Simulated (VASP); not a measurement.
Here is a VASP 6.6.1 calculation.

File INCAR:

```
PREC = Accurate ; ENCUT = 600
EDIFF = 1E-7 ; ISMEAR = 0
SIGMA = 0.1 ; LREAL = F
LASPH = T ; NELM = 80
ALGO = Normal ; ISIF = 4
LWAVE = F ; LCHARG = F
GGA = PS ; IBRION = 2
NSW = 50 ; EDIFFG = -0.01
```

KPOINTS

```
Automatic mesh
0
Gamma
  12 12 6
```

The input POSCAR:

```
V2N3
1.0
    2.7517064322      0.0000000000      0.0000000000
   -1.3758532161      2.3830476740      0.0000000000
    0.0000000000      0.0000000000      6.1337601344
V N
2 3
Direct
    0.6666666667      0.3333333333      0.3021155178
    0.3333333333      0.6666666667      0.6978844822
    0.0000000000      0.0000000000      0.5000000000
    0.0000000000      0.0000000000      0.1074399109
    0.0000000000      0.0000000000      0.8925600891
```

Potentials or basis: VASP PAW PBE potentials, release 64 (V_sv, N).

Run with:

```sh
$ cat potpaw_PBE.64/V_sv/POTCAR potpaw_PBE.64/N/POTCAR > POTCAR
$ mpirun -np 1 vasp_std > vasp.out
```

Q: What does it give for the band gap on the k mesh?

A: Zero (an odd number of electrons rules out a gap without spin polarisation).

Final structure:
```
V N
1.0
     2.74584    0.00000    0.00000
    -1.37292    2.37797    0.00000
     0.00000    0.00000    6.15998
V N
2 3
Direct
  0.66667 0.33333 0.30216
  0.33333 0.66667 0.69784
  0.00000 0.00000 0.50000
  0.00000 0.00000 0.10764
  0.00000 0.00000 0.89236
```

Caveat: the run has no spin polarisation, though such a crystal can be magnetic. With open d or f shells a metallic result of PBEsol can be an artefact of self-interaction; +U or a hybrid may open a gap.
